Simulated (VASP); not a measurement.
# Ba8Ti8O23 (a cell with a defect) in VASP: notebook, part 2 of 2

VASP 6.6.1. Earlier steps stand in the parts before.

## 3. Single point, PBE

INCAR

```
SYSTEM = Ba8Ti8O23
PREC = Accurate
ENCUT = 520
EDIFF = 1E-6
ISMEAR = 0
SIGMA = 0.02
LREAL = Auto
LASPH = .True.
NELM = 120
ALGO = Normal
ISIF = 2
LWAVE = .False.
LCHARG = .True.
GGA = PE
LVHAR = .True.
NBANDS = 182
NELECT = 312.0
GGA_COMPAT = .False.
KPAR = 2
NCORE = 2
```

KPOINTS

```
Automatic mesh
0
Gamma
  2 2 2
  0 0 0
```

POSCAR

```
Ba8Ti8O23
1.0
    7.9682000000      0.0000000000      0.0000000000
    0.0000000000      5.6741000000      5.6916000000
    0.0000000000     -5.6741000000      5.6916000000
Ba Ti O
8 8 23
Direct
    0.0060080068     -0.0027840223      0.0043635430
    0.0037315830     -0.0019692613      0.5015447761
    0.0047492533      0.5081946072      0.0043744419
    0.0024469767      0.5087311394      0.5036850528
    0.4901997942     -0.0029797881      0.0036787128
    0.4914088502     -0.0025035366      0.5009969304
    0.4936855250      0.5065183308      0.0021490035
    0.4925679576      0.5090815707      0.5021481363
    0.2431503978      0.2600244809      0.2574147278
    0.2404805351      0.2584963488      0.7620599095
    0.2425333199      0.7599067756      0.2588891693
    0.2432215557      0.7589354925      0.7573641420
    0.7461652569      0.2600917465      0.2724135244
    0.7420525338      0.2510788352      0.7295018451
    0.7427062574      0.7639316695      0.2596471133
    0.7455031249      0.7661096298      0.7672446115
   -0.0048634572      0.2454335106      0.2364199225
    0.2513758440      0.2448674156      0.4877380030
    0.2518406917      0.4910180987      0.2487768622
    0.0009525363      0.2384108004      0.7520208884
    0.2512070480      0.2459961449      0.9922066452
    0.2510049949      0.4898633252      0.7441945847
    0.0048973419      0.7466627388      0.2470462358
    0.2516426546      0.7468058790      0.4933383687
    0.2515241836      0.9923947495      0.2469711581
    0.0008289200      0.7443952226      0.7456125081
    0.2517596195      0.7473738279      0.9919019469
    0.2520389799      0.9890896016      0.7446466062
    0.5125906729      0.2449863779      0.2351042820
    0.7497664466      0.2573500196      0.5005075248
    0.7522579755      0.4859474939      0.2371753538
    0.5083769233      0.2388106228      0.7533202367
    0.7540502246      0.4670967580      0.7893929812
    0.5054595768      0.7468445901      0.2469395831
    0.7523886198      0.7457581711      0.4923630953
    0.7521497954      1.0000623104      0.2418742277
    0.5088643608      0.7436066255      0.7456672166
    0.7523964007      0.7505683098      0.9955863743
    0.7526430059      1.0003863642      0.7635257167
```

Potentials or basis: VASP PAW PBE potentials, release 64 (Ba_sv, Ti_sv, O).

Command:

```bash
> cat potpaw_PBE.64/Ba_sv/POTCAR potpaw_PBE.64/Ti_sv/POTCAR potpaw_PBE.64/O/POTCAR > POTCAR
> mpirun -np 4 vasp_std > vasp.out
```

OUTCAR:

```text
SYSTEM = Ba8Ti8O23
   PREC = Accurate
   ENCUT = 520
   EDIFF = 1E-6
   ISMEAR = 0
   LREAL = Auto
   LASPH = .True.
   NELM = 120
   ISIF = 2
   GGA = PE
   NELECT = 312.0

 ion  position               nearest neighbor table
   1  0.006  0.997  0.004-  17 2.74  25 2.76  36 2.78  39 2.80  21 2.80  23 2.80  20 2.80  27 2.81
                            38 2.83  28 2.86  26 2.91  12 3.35  11 3.37  16 3.38  10 3.42  15 3.48
   2  0.004  0.998  0.502-  28 2.78  20 2.79  18 2.80  26 2.82  24 2.83  25 2.84  35 2.85  23 2.88
                            36 2.89  39 2.90  30 2.90  17 2.91  11 3.33  12 3.40  15 3.42  14 3.44
   3  0.005  0.508  0.004-  33 2.66  23 2.74  27 2.75  31 2.75  19 2.78  38 2.80  26 2.81  17 2.81
                            22 2.87  21 2.88  20 2.97  10 3.37  12 3.40   9 3.42  11 3.45  16 3.49
[... 1677 lines left out ...]
  external PRESSURE =      15.9716139 kB  Pullay stress =       0.0000000 kB

 VOLUME and BASIS-vectors are now :
 -----------------------------------------------------------------------------
  energy-cutoff  :      520.00
  volume of cell :      514.66
      direct lattice vectors                 reciprocal lattice vectors
     7.968200000  0.000000000  0.000000000     0.125498858  0.000000000  0.000000000
     0.000000000  5.674100000  5.691600000     0.000000000  0.088119702  0.087848760
     0.000000000 -5.674100000  5.691600000     0.000000000 -0.088119702  0.087848760

 POSITION                                       TOTAL-FORCE (eV/Angst)
 -----------------------------------------------------------------------------------
      0.04787      5.63354      5.70059        -0.047222      0.005913     -0.030767
      0.02973      2.81711      8.53498        -0.063985     -0.001790      0.011013
      0.03784      2.85873      2.91734        -0.027327     -0.011442     -0.056171
      0.01950      0.02863      5.76227        -0.059964     -0.052359     -0.047668
      3.90601      5.63632      5.69558         0.055339      0.013361     -0.032239
      3.91564      2.81719      8.52883         0.061105     -0.000218      0.017446
[... 31 lines left out ...]
      5.99525     -1.39026      9.93841         0.007694     -0.043273      0.033597
      5.99721     -4.33013      4.34788         0.005803      0.048555      0.003797
 -----------------------------------------------------------------------------------
    total drift:                                0.008820     -0.033512     -0.034544

  FREE ENERGIE OF THE ION-ELECTRON SYSTEM (eV)
  ---------------------------------------------------
  free  energy   TOTEN  =      -321.5216035864 eV

  energy  without entropy=     -321.5216035864  energy(sigma->0) =     -321.52160359
```

Wall time 13 min (4 MPI ranks of Intel Xeon Platinum 8259CL at 2.50GHz (Skylake/Cascade Lake), shared host); peak memory 0.49 GiB.

Results:

```
Free energy   : -321.5216 eV
Largest force : 0.559 eV/Å
```

Forces on the atoms (eV/Å):
```
Ba  -0.047  0.006 -0.031
Ba  -0.064 -0.002  0.011
Ba  -0.027 -0.011 -0.056
Ba  -0.060 -0.052 -0.048
Ba   0.055  0.013 -0.032
Ba   0.061  0.000  0.017
Ba   0.025 -0.020 -0.040
Ba   0.064 -0.061 -0.046
Ti  -0.021 -0.013 -0.080
Ti   0.022 -0.016 -0.075
Ti   0.008 -0.028 -0.078
Ti   0.000 -0.009 -0.074
Ti   0.001 -0.049 -0.075
Ti   0.069 -0.019  0.013
Ti   0.027  0.015 -0.101
Ti  -0.003 -0.056 -0.103
O    0.008 -0.016  0.021
O   -0.006 -0.054  0.068
O    0.005  0.023  0.035
O   -0.086 -0.024  0.106
O   -0.002 -0.036  0.053
O    0.004  0.000  0.045
O   -0.021 -0.024  0.012
O    0.000 -0.039  0.042
O    0.004  0.007  0.045
O    0.024  0.003  0.042
O    0.004 -0.062  0.029
O   -0.009  0.034  0.078
O   -0.010 -0.008  0.012
O   -0.015 -0.038 -0.063
O    0.013  0.014  0.018
O    0.003 -0.033  0.095
O   -0.011  0.555 -0.067
O   -0.022 -0.022  0.010
O    0.008 -0.038  0.071
O    0.016  0.038  0.058
O   -0.031  0.014  0.053
O    0.008 -0.043  0.034
O    0.006  0.049  0.004
```

Caveat: the cell carries a net charge on a neutralising background, which shifts energy and pressure; the cell is charged against a uniform background, so pressure and absolute levels hang on convention.
